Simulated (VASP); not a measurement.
A run of VASP 6.6.1:

The input INCAR:

```
ALGO = Normal ; EDIFF = 1E-6
ENCUT = 520 ; GGA = PE
ISIF = 2 ; ISMEAR = 0
IVDW = 12 ; LASPH = True
LCHARG = False ; LREAL = False
LWAVE = False ; NBANDS = 17
NELM = 80 ; PREC = Accurate
SIGMA = 0.01
```

File KPOINTS:

```
k-points
0
Gamma
  10 10 10
```

POSCAR

```
SnTe
1.0
    0.0000000000      3.1542574756      3.1542574756
    3.1542574756      0.0000000000      3.1542574756
    3.1542574756      3.1542574756      0.0000000000
Sn Te
1 1
Direct
    0.0000000000      0.0000000000      0.0000000000
    0.5000000000      0.5000000000      0.5000000000
```

Potentials or basis: VASP PAW PBE potentials, release 64 (Sn_d, Te).

The run is started by

```sh
$ cat potpaw_PBE.64/Sn_d/POTCAR potpaw_PBE.64/Te/POTCAR > POTCAR
$ mpirun -np 1 vasp_std > vasp.out
```

Hardware: 1 thread of Intel(R) Xeon(R) 6975P-C (Granite Rapids), on a shared host.

Q: How long does it take, and how much memory?

A: Wall time 19 s on 1 thread of Intel(R) Xeon(R) 6975P-C (Granite Rapids) (shared host), peak memory 0.23 GiB. Counts: scf iterations 12, k points 47.
